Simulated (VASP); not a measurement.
Here is a VASP 6.6.1 calculation.

POSCAR

```
CdTe
1.0
    3.2450950793      3.2450950793      0.0000000000
   -3.2450950793      3.2450950793      0.0000000000
    0.0000000000      3.2450950793      3.2975410604
Cd Te
1 1
Direct
    0.0000000000      0.0000000000      0.0000000000
    0.7500000000      0.2500000000      0.5000000000
```

The input INCAR.step1:

```
SYSTEM = CdTe
PREC = Accurate
ENCUT = 550
ISMEAR = 0
SIGMA = 0.01
LREAL = .False.
LASPH = .True.
NELM = 120
NBANDS = 16
GGA = PE
ALGO = Normal
EDIFF = 1E-5
LWAVE = .True.
LCHARG = .False.
GGA_COMPAT = .False.
```

File INCAR.step2:

```
SYSTEM = CdTe
PREC = Accurate
ENCUT = 550
EDIFF = 1E-6
ISMEAR = 0
SIGMA = 0.01
LREAL = .False.
LASPH = .True.
NELM = 120
ALGO = Normal
ISIF = 2
LWAVE = .False.
LCHARG = .False.
METAGGA = R2SCAN
LMIXTAU = .True.
NBANDS = 16
ISTART = 1
GGA_COMPAT = .False.
```

The input KPOINTS:

```
regular mesh
0
Gamma
  6 6 6
  0 0 0
```

Potentials or basis: VASP PAW PBE potentials, release 64 (Cd, Te).

Launch:

```console
$ cat potpaw_PBE.64/Cd/POTCAR potpaw_PBE.64/Te/POTCAR > POTCAR
$ cp INCAR.step1 INCAR
$ mpirun -np 1 vasp_std > vasp.out
$ cp INCAR.step2 INCAR
$ mpirun -np 1 vasp_std > vasp.out
```

(1) What does it give for the pressure?

(2) Estimate the band gap on the k mesh.

## Answers

(1) 0.7 GPa.

(2) 1.19 eV.

Caveat: the cell differs from its parent crystal (in-plane strain -0.01); the PAW data sets were made with another functional, which shifts forces and pressure a little; spin-orbit coupling is left out, which moves the levels of the heavy elements.
